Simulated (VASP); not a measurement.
# Mg3CdSe4 (Amm2) in VASP: a series of runs

Mg3CdSe4 is run at these levels: PBE; tasks: relaxation of cell and atoms, single point.

All numbers are computed with VASP 6.6.1; they aren't measurements. Logs are shortened: lines on timing, memory, paths and dates and some standing lists are left out, and cuts for length are marked.

### 1 The cell of the first run

It takes space group Amm2 (No. 38, orthorhombic). The conventional cell has a = 4.277 Å, b = 8.581 Å, c = 12.089 Å, α = 90.00°, β = 90.00°, γ = 90.00°. Within 3.4 Å of Mg (site symmetry mm2) lie 4 Se at 2.57 to 2.61 Å. Mg (site symmetry m) has 4 Se at 2.53 to 2.63 Å within 3.3 Å. Cd (site symmetry mm2) has 4 Se at 2.73 to 2.75 Å within 3.6 Å. Se (site symmetry mm2) has 2 Mg at 2.53 Å and 2 Cd at 2.73 Å within 3.3 Å. Within 3.4 Å of Se (site symmetry m) lie 3 Mg at 2.57 to 2.58 Å and 1 Cd at 2.75 Å. Se (site symmetry mm2) has 4 Mg at 2.61 to 2.63 Å within 3.4 Å.

The cell was generated, and may not be a known phase.

### 2 Relaxation of cell and atoms, PBE

The input, INCAR:

```
SYSTEM = Mg3CdSe4
PREC = Accurate
ENCUT = 600
EDIFF = 1E-7
ISMEAR = 0
SIGMA = 0.15
LREAL = .FALSE.
LASPH = .TRUE.
NELM = 120
ALGO = Normal
ISIF = 3
LWAVE = .FALSE.
LCHARG = .FALSE.
GGA = PE
IBRION = 2
NSW = 36
EDIFFG = -0.08
GGA_COMPAT = .FALSE.
NELMIN = 4
```

The input, KPOINTS:

```
regular mesh
0
G
  3 2 2
  0 0 0
```

The input, POSCAR:

```
Mg3CdSe4
1.0
    4.2774108200      0.0000000000      0.0000000000
    0.0000000000      4.2905204500      6.0444763600
    0.0000000000     -4.2905204500      6.0444763600
Mg Cd Se
3 1 4
Direct
    0.0000000000      0.0004780000      0.0004780000
    0.5000000000      0.0000590000      0.4996410000
    0.5000000000      0.4996410000      0.0000590000
    0.0000000000      0.5012900200      0.5012900200
    0.5000000000      0.3609339900      0.3609339900
    0.0000000000      0.3670920100      0.8943610200
    0.0000000000      0.8943610200      0.3670920100
    0.5000000000      0.8761439900      0.8761439900
```

Potentials or basis: VASP PAW PBE potentials, release 64 (Mg, Cd, Se).

On the command line:

```console
$ cat potpaw_PBE.64/Mg/POTCAR potpaw_PBE.64/Cd/POTCAR potpaw_PBE.64/Se/POTCAR > POTCAR
$ mpirun -np 1 vasp_std > vasp.out
```

OUTCAR:

```text
SYSTEM = Mg3CdSe4
   PREC = Accurate
   ENCUT = 600
   EDIFF = 1E-7
   ISMEAR = 0
   LREAL = .FALSE.
   LASPH = .TRUE.
   NELM = 120
   ISIF = 3
   GGA = PE
   IBRION = 2
   NSW = 36
   EDIFFG = -0.08
   NELMIN = 4

 ion  position               nearest neighbor table
   1  0.000  0.000  0.000-   6 2.57   7 2.57   8 2.61   8 2.61
   2  0.500  0.000  0.500-   5 2.53   7 2.58   7 2.58   8 2.63
   3  0.500  0.500  0.000-   5 2.53   6 2.58   6 2.58   8 2.63
   4  0.000  0.501  0.501-   5 2.73   5 2.73   7 2.75   6 2.75
   5  0.500  0.361  0.361-   2 2.53   3 2.53   4 2.73   4 2.73
   6  0.000  0.367  0.894-   1 2.57   3 2.58   3 2.58   4 2.75
   7  0.000  0.894  0.367-   1 2.57   2 2.58   2 2.58   4 2.75
   8  0.500  0.876  0.876-   1 2.61   1 2.61   3 2.63   2 2.63

  LATTYP: Found a base centered orthorhombic cell.
 ALAT       =     8.5810409000
 B/A-ratio  =     1.4087979373
 C/A-ratio  =     0.4984722564

  Lattice vectors:

 A1 = (   0.0000000000,   4.2905204500,  -6.0444763600)
 A2 = (   0.0000000000,   4.2905204500,   6.0444763600)
 A3 = (   4.2774108200,   0.0000000000,   0.0000000000)

Analysis of symmetry for initial positions (statically):
=====================================================================
 Subroutine PRICEL returns:
 Original cell was already a primitive cell.

 Routine SETGRP: Setting up the symmetry group for a
 base centered orthorhombic supercell.

 Subroutine GETGRP returns: Found  4 space group operations
 (whereof  4 operations were pure point group operations)
 out of a pool of  8 trial point group operations.

The static configuration has the point symmetry C_2v.

Analysis of symmetry for dynamics (positions and initial velocities):
=====================================================================
 Subroutine PRICEL returns:
 Original cell was already a primitive cell.

 Routine SETGRP: Setting up the symmetry group for a
 base centered orthorhombic supercell.

 Subroutine GETGRP returns: Found  4 space group operations
 (whereof  4 operations were pure point group operations)
 out of a pool of  8 trial point group operations.

The dynamic configuration has the point symmetry C_2v.

 Subroutine INISYM returns: Found  4 space group operations
 (whereof  4 operations are pure point group operations),
 and found     1 'primitive' translations

----------------------------------------------------------------------------------------

                                     Primitive cell

  volume of cell :     221.8603

  direct lattice vectors                    reciprocal lattice vectors
     4.277410820  0.000000000  0.000000000     0.233786289  0.000000000  0.000000000
     0.000000000  4.290520450  6.044476360     0.000000000  0.116535979  0.082720151
     0.000000000 -4.290520450  6.044476360     0.000000000 -0.116535979  0.082720151

  length of vectors
     4.277410820  7.412439558  7.412439558     0.233786289  0.142909964  0.142909964

  position of ions in fractional coordinates (direct lattice)
     0.000000000  0.000478000  0.000478000
     0.500000000  0.000059000  0.499641000
     0.500000000  0.499641000  0.000059000
     0.000000000  0.501290020  0.501290020
     0.500000000  0.360933990  0.360933990
     0.000000000  0.367092010  0.894361020
     0.000000000  0.894361020  0.367092010
     0.500000000  0.876143990  0.876143990

  ion indices of the primitive-cell ions
   primitive index   ion index
                 1           1
                 2           2
                 3           3
                 4           4
                 5           5
                 6           6
                 7           7
                 8           8

----------------------------------------------------------------------------------------

 KPOINTS: regular mesh

Automatic generation of k-mesh.
 Grid dimensions read from file:
 generate k-points for:    3    2    2

 Generating k-lattice:

  Cartesian coordinates                     Fractional coordinates (reciprocal lattice)
     0.077928763  0.000000000  0.000000000     0.333333333  0.000000000  0.000000000
     0.000000000  0.058267989  0.041360076     0.000000000  0.500000000  0.000000000
     0.000000000 -0.058267989  0.041360076     0.000000000  0.000000000  0.500000000

  Length of vectors
     0.077928763  0.071454982  0.071454982

  Shift w.r.t. Gamma in fractional coordinates (k-lattice)
     0.000000000  0.000000000  0.000000000

 Subroutine IBZKPT returns following result:
 ===========================================

 Found      6 irreducible k-points:

 Following reciprocal coordinates:
            Coordinates               Weight
  0.000000  0.000000  0.000000      1.000000
  0.333333  0.000000  0.000000      2.000000
  0.000000  0.500000  0.000000      2.000000
  0.333333  0.500000  0.000000      4.000000
  0.000000  0.500000  0.500000      1.000000
  0.333333  0.500000  0.500000      2.000000
[... 43 lines left out ...]
   GGA     = PE    functional components
   LHFCALC =     F    Hartree Fock is set to
   AEXX    =    0.0000 exact exchange contribution
   IVDW    =     0    specifies the selected vdW correction
   LEPSILON=     F    determine dielectric tensor
   LRPA    =     F    only Hartree local field effects (RPA)
 conjugate gradient relaxation of ions
 non-spin polarized calculation
 Gauss-broadening in eV      SIGMA  =   0.15
  energy-cutoff  :      600.00
  volume of cell :      221.86
 maximum number of plane-waves:      7440
 NGX is ok and might be reduce to    36
   NGX = 17   NGY = 29   NGZ = 29

--------------------------------------- Ionic step        1  -------------------------------------------

 number of electron      41.9999999 magnetization

 Free energy of the ion-electron system (eV)
  ---------------------------------------------------
  ext. energy  EPLUGINS =         0.00000000
  ---------------------------------------------------
  free energy    TOTEN  =       -27.82943239 eV

  energy without entropy =      -27.82943239  energy(sigma->0) =      -27.82943239

------------------------ aborting loop because EDIFF is reached ----------------------------------------

  FORCE on cell =-STRESS in cart. coord.  units (eV):
  Direction    XX          YY          ZZ          XY          YZ          ZX
  --------------------------------------------------------------------------------------
  -------------------------------------------------------------------------------------
  Total        0.3104285     -0.1746586     -0.5618878      0.0000000      0.0000000      0.0000000
  in kB        2.2417774     -1.2613076     -4.0577058      0.0000000      0.0000000      0.0000000
  external PRESSURE =      -1.0257453 kB  Pullay stress =       0.0000000 kB

 VOLUME and BASIS-vectors are now :
 -----------------------------------------------------------------------------
  energy-cutoff  :      600.00
  volume of cell :      221.86
      direct lattice vectors                 reciprocal lattice vectors
     4.277410820  0.000000000  0.000000000     0.233786289  0.000000000  0.000000000
     0.000000000  4.290520450  6.044476360     0.000000000  0.116535979  0.082720151
     0.000000000 -4.290520450  6.044476360     0.000000000 -0.116535979  0.082720151
[... 127 lines left out ...]
 POSITION                                       TOTAL-FORCE (eV/Angst)
 -----------------------------------------------------------------------------------
      0.00000      0.00000     11.97572         0.000000     -0.000000      0.027383
      2.14817      2.10941      8.99260         0.000000      0.091316     -0.015011
      2.14817     -2.10941      8.99260         0.000000     -0.091316     -0.015011
      0.00000      0.00000      6.01420         0.000000     -0.000000     -0.045243
      2.14817      0.00000      4.41075         0.000000     -0.000000      0.027600
      0.00000     -2.19947      7.53898         0.000000      0.031213     -0.016587
      0.00000      2.19947      7.53898         0.000000     -0.031213     -0.016587
      2.14817      0.00000     10.49279         0.000000     -0.000000      0.053456
 -----------------------------------------------------------------------------------
    total drift:                                0.000000      0.000000     -0.000163

  FREE ENERGIE OF THE ION-ELECTRON SYSTEM (eV)
  ---------------------------------------------------
  free  energy   TOTEN  =       -27.9100396821 eV

  energy  without entropy=      -27.9100396821  energy(sigma->0) =      -27.91003968

--------------------------------------- Ionic step        5  -------------------------------------------

 number of electron      41.9999998 magnetization

 Free energy of the ion-electron system (eV)
  ---------------------------------------------------
  ext. energy  EPLUGINS =         0.00000000
  ---------------------------------------------------
  free energy    TOTEN  =       -27.91194885 eV

  energy without entropy =      -27.91194885  energy(sigma->0) =      -27.91194885

 E-fermi :   1.3816     XC(G=0):  -8.2245

 val. band max:        0.6708420382   @ k =   0.0000   0.0000   0.0000
 cond. band min:       2.4275148659   @ k =   0.0000   0.0000   0.0000
 fundamental gap:      1.7566728277
 Fermi energy:         1.3816196174

 k-point     1 :       0.0000    0.0000    0.0000
  band No.  band energies     occupation
      1     -11.1829      2.00000
      2     -10.7207      2.00000
      3     -10.6997      2.00000
      4     -10.5455      2.00000
      5      -6.6487      2.00000
      6      -6.5265      2.00000
[... 18 lines left out ...]
     25       4.4562      0.00000
     26       5.0957      0.00000
[... 165 lines left out ...]
 POSITION                                       TOTAL-FORCE (eV/Angst)
 -----------------------------------------------------------------------------------
      0.00000      0.00000     11.98015         0.000000      0.000000      0.016425
      2.15455      2.11723      8.99405         0.000000      0.055830     -0.012395
      2.15455     -2.11723      8.99405         0.000000     -0.055830     -0.012395
      0.00000      0.00000      6.01305         0.000000      0.000000     -0.038234
      2.15455      0.00000      4.41511         0.000000      0.000000      0.017701
      0.00000     -2.19942      7.53948         0.000000      0.016435     -0.000561
      0.00000      2.19942      7.53948         0.000000     -0.016435     -0.000561
      2.15455      0.00000     10.49857         0.000000      0.000000      0.030021
 -----------------------------------------------------------------------------------
    total drift:                                0.000000      0.000000     -0.000250

  FREE ENERGIE OF THE ION-ELECTRON SYSTEM (eV)
  ---------------------------------------------------
  free  energy   TOTEN  =       -27.9119488527 eV

  energy  without entropy=      -27.9119488527  energy(sigma->0) =      -27.91194885

 reached required accuracy - stopping structural energy minimisation
```

Wall time 4 min (1 thread of Intel Xeon 8259CL, shared host); peak memory 0.39 GiB.

Results:

```
Free energy                           : -27.9119 eV
Relaxed volume                        : 27.69 Å³/atom
Relaxed cell                          : a = 4.309 Å, b = 7.371 Å, c = 7.371 Å, α = 71.09°, β = 90.00°, γ = 90.00°
Space group after relaxing (to 0.1 Å) : Amm2 (No. 38)
Energy gained by relaxing             : 10.3 meV/atom
Ionic steps                           : 5
Pressure after relaxing               : -0.1 GPa
Largest force after relaxing          : 0.057 eV/Å
Band gap on the k mesh                : 1.76 eV
```

Forces on the atoms (eV/Å):
```
Mg   0.000  0.000  0.016
Mg   0.000  0.056 -0.012
Mg   0.000 -0.056 -0.012
Cd   0.000  0.000 -0.038
Se   0.000  0.000  0.018
Se   0.000  0.016 -0.001
Se   0.000 -0.016 -0.001
Se   0.000  0.000  0.030
```

Stress tensor (GPa, compression positive):
```
 0.01  0.00  0.00
 0.00 -0.04  0.00
 0.00  0.00 -0.13
```

The path:
| step | energy change (eV) | largest force (eV/Å) | pressure (GPa) | volume (Å³) |
| --- | --- | --- | --- | --- |
| 1 | 0.0000 | 0.7268 | -0.10 | 221.86 |
| 2 | -0.0535 | 0.4291 | -0.03 | 221.29 |
| 3 | -0.0806 | 0.1000 | 0.16 | 220.48 |
| 4 | -0.0806 | 0.0925 | 0.15 | 220.51 |
| 5 | -0.0825 | 0.0572 | -0.05 | 221.51 |

Final structure:
```cif
data_structure
_symmetry_space_group_name_H-M 'P 1'
_symmetry_Int_Tables_number 1
_cell_length_a 4.3091
_cell_length_b 7.3714
_cell_length_c 7.3714
_cell_angle_alpha 71.094
_cell_angle_beta 90.000
_cell_angle_gamma 90.000
_cell_volume 221.51
loop_
_atom_site_label
_atom_site_type_symbol
_atom_site_fract_x
_atom_site_fract_y
_atom_site_fract_z
_atom_site_occupancy
Mg1 Mg 0.00000 0.99874 0.99874 1
Mg2 Mg 0.50000 0.99682 0.50278 1
Mg3 Mg 0.50000 0.50278 0.99682 1
Cd1 Cd 0.00000 0.50129 0.50129 1
Se1 Se 0.50000 0.36807 0.36807 1
Se2 Se 0.00000 0.37193 0.88515 1
Se3 Se 0.00000 0.88515 0.37193 1
Se4 Se 0.50000 0.87523 0.87523 1
```

Caveat: the k points lie up to 0.49 Å⁻¹ apart in the final cell; the relaxation stopped at a loose force limit of 0.08 eV/Å, so its end isn't a converged minimum.

### 3 Single point, PBE

The input, INCAR:

```
SYSTEM = Mg3CdSe4
ALGO = Normal
EDIFF = 1E-6
ENCUT = 600
GGA = PE
GGA_COMPAT = .FALSE.
ISIF = 2
ISMEAR = 0
LASPH = .TRUE.
LCHARG = .FALSE.
LREAL = .FALSE.
LWAVE = .FALSE.
NBANDS = 31
NELM = 120
PREC = Accurate
SIGMA = 0.1
```

The input, KPOINTS:

```
k-points
0
G
  4 4 4
  0 0 0
```

The input, POSCAR:

```
Mg3CdSe4
1.0
    4.3166282999      0.0000000000      0.0000000000
    0.0000000000      4.2815935057      5.9920599313
    0.0000000000     -4.2815935057      5.9920599313
Mg Cd Se
3 1 4
Direct
    0.0000000000      0.9988963533      0.9988963533
    0.5000000000      0.9975201807      0.5019898517
    0.5000000000      0.5019898517      0.9975201807
    0.0000000000      0.5003582104      0.5003582104
    0.5000000000      0.3680148266      0.3680148266
    0.0000000000      0.3723961781      0.8848369148
    0.0000000000      0.8848369148      0.3723961781
    0.5000000000      0.8759865144      0.8759865144
```

Potentials or basis: VASP PAW PBE potentials, release 64 (Mg, Cd, Se).

On the command line:

```console
$ cat potpaw_PBE.64/Mg/POTCAR potpaw_PBE.64/Cd/POTCAR potpaw_PBE.64/Se/POTCAR > POTCAR
$ mpirun -np 1 vasp_std > vasp.out
```

Wall time 3.3 min (1 thread of Intel Xeon 8259CL, shared host); peak memory 0.46 GiB.

Results (log left out):

- Free energy: -28.0214 eV
- Pressure: -0.1 GPa
- Largest force: 0.057 eV/Å
- Band gap on the k mesh: 1.79 eV

Forces on the atoms (eV/Å):
```
Mg   0.000  0.000  0.018
Mg   0.000 -0.011 -0.018
Mg   0.000  0.011 -0.018
Cd   0.000  0.000 -0.013
Se   0.000  0.000  0.057
Se   0.000  0.012 -0.005
Se   0.000 -0.012 -0.005
Se   0.000  0.000 -0.017
```

Stress tensor (GPa, compression positive):
```
-0.31  0.00  0.00
 0.00 -0.03  0.00
 0.00  0.00 -0.02
```

Levels at points of the mesh, in eV from the valence-band top:
| k point | band 19 | band 20 | band 21 | band 22 | band 23 | band 24 |
| --- | --- | --- | --- | --- | --- | --- |
| (0.00, 0.00, 0.00) | -0.06 | -0.04 | 0.00 | 1.79 | 3.22 | 3.37 |
| (0.50, 0.00, 0.00) | -1.59 | -0.68 | -0.49 | 4.42 | 5.02 | 5.14 |
| (0.00, 0.50, 0.00) | -0.49 | -0.16 | -0.15 | 3.13 | 3.64 | 4.24 |
| (0.50, 0.50, 0.00) | -1.02 | -0.94 | -0.79 | 3.91 | 4.32 | 4.34 |
| (0.00, 0.50, 0.50) | -0.72 | -0.66 | -0.38 | 3.94 | 4.14 | 4.54 |
| (0.50, 0.50, 0.50) | -0.55 | -0.44 | -0.43 | 3.01 | 3.30 | 3.32 |

### 4 Single point, PBE

This run uses another cell than the first one, of 27.61 Å³/atom.

The input, INCAR:

```
  PREC = Accurate
  ENCUT = 600
  EDIFF = 1E-6
  ISMEAR = 0
  SIGMA = 0.02
  LREAL = F
  LASPH = T
  NELM = 120
  ALGO = Normal
  ISIF = 2
  LWAVE = F
  LCHARG = F
  GGA = PE
  NBANDS = 31
  GGA_COMPAT = F
```

The input, KPOINTS:

```
regular mesh
0
Gamma
  6 4 4
```

The input, POSCAR:

```
Mg3CdSe4
1.0
    4.2809284866      0.0000000000      0.0000000000
    0.0000000000      4.2765332200      6.0315957803
    0.0000000000     -4.2765332200      6.0315957803
Mg Cd Se
3 1 4
Direct
    0.0000000000      0.9992188580      0.9992188580
    0.5000000000      0.9979110508      0.5019153872
    0.5000000000      0.5019153872      0.9979110508
    0.0000000000      0.5007593644      0.5007593644
    0.5000000000      0.3689558934      0.3689558934
    0.0000000000      0.3721146000      0.8838656305
    0.0000000000      0.8838656305      0.3721146000
    0.5000000000      0.8752582456      0.8752582456
```

On the command line:

```console
$ cat potpaw_PBE.64/Mg/POTCAR potpaw_PBE.64/Cd/POTCAR potpaw_PBE.64/Se/POTCAR > POTCAR
$ mpirun -np 1 vasp_std > vasp.out
```

Wall time 4.4 min (1 thread of Intel Xeon 8259CL, shared host); peak memory 0.5 GiB.

Results (log left out):

```yaml
Free_energy: -28.0382 eV
Pressure: 0.0 GPa
Largest_force: 0.035 eV/Å
Band_gap_on_the_k_mesh: 1.78 eV
```

Forces in eV/Å, atoms in the order of the input:
```
Mg   0.000  0.000  0.002
Mg   0.000  0.001 -0.001
Mg   0.000 -0.001 -0.001
Cd   0.000  0.000  0.002
Se   0.000  0.000 -0.035
Se   0.000 -0.024  0.016
Se   0.000  0.024  0.016
Se   0.000  0.000  0.001
```

Levels at points of the mesh, in eV from the valence-band top:
| k point | band 17 | band 18 | band 19 | band 20 | band 21 | band 22 | band 23 | band 24 | band 25 | band 26 |
| --- | --- | --- | --- | --- | --- | --- | --- | --- | --- | --- |
| (0.00, 0.00, 0.00) | -0.61 | -0.60 | -0.09 | -0.08 | 0.00 | 1.78 | 3.22 | 3.37 | 3.81 | 4.50 |
| (0.50, 0.00, 0.00) | -1.65 | -1.64 | -1.63 | -0.68 | -0.51 | 4.41 | 5.00 | 5.08 | 5.13 | 5.89 |
| (0.00, 0.50, 0.00) | -1.01 | -0.55 | -0.54 | -0.20 | -0.15 | 3.13 | 3.64 | 4.28 | 4.39 | 5.57 |
| (0.50, 0.50, 0.00) | -1.55 | -1.07 | -1.06 | -0.99 | -0.84 | 3.89 | 4.28 | 4.30 | 4.49 | 5.42 |
| (0.00, 0.50, 0.50) | -0.94 | -0.87 | -0.70 | -0.68 | -0.37 | 3.93 | 4.12 | 4.55 | 5.04 | 5.11 |
| (0.50, 0.50, 0.50) | -1.35 | -0.68 | -0.61 | -0.48 | -0.47 | 3.00 | 3.26 | 3.29 | 3.81 | 4.29 |

### 5 The runs side by side

```csv
task,cell,k mesh,smearing,gap on the mesh (eV),pressure (GPa),largest force (eV/Å)
relaxation of cell and atoms,"relaxed from a = 4.277, b = 7.412, c = 7.412 Å, angles 70.7, 90.0, 90.0°, 8 atoms, atomic positions A",3 × 2 × 2,gaussian 0.15 eV,1.76,-0.1,0.06
single point,"a = 4.317, b = 7.365, c = 7.365 Å, angles 71.1, 90.0, 90.0°, 8 atoms, atomic positions B",4 × 4 × 4,gaussian 0.1 eV,1.79,-0.1,0.06
single point,"a = 4.281, b = 7.394, c = 7.394 Å, angles 70.7, 90.0, 90.0°, 8 atoms, atomic positions C",6 × 4 × 4,gaussian 0.02 eV,1.78,0.0,0.04
```

Alike in all rows: level PBE; potentials or basis VASP PAW PBE potentials, release 64 (Mg, Cd, Se); no spin polarisation; cutoff (eV) 600.

Caveats: some runs use coarse meshes; the relaxation stopped at a loose force limit of 0.08 eV/Å, so its end isn't a converged minimum (at least some runs).

Absolute energies hang on the potentials; compare differences alone.
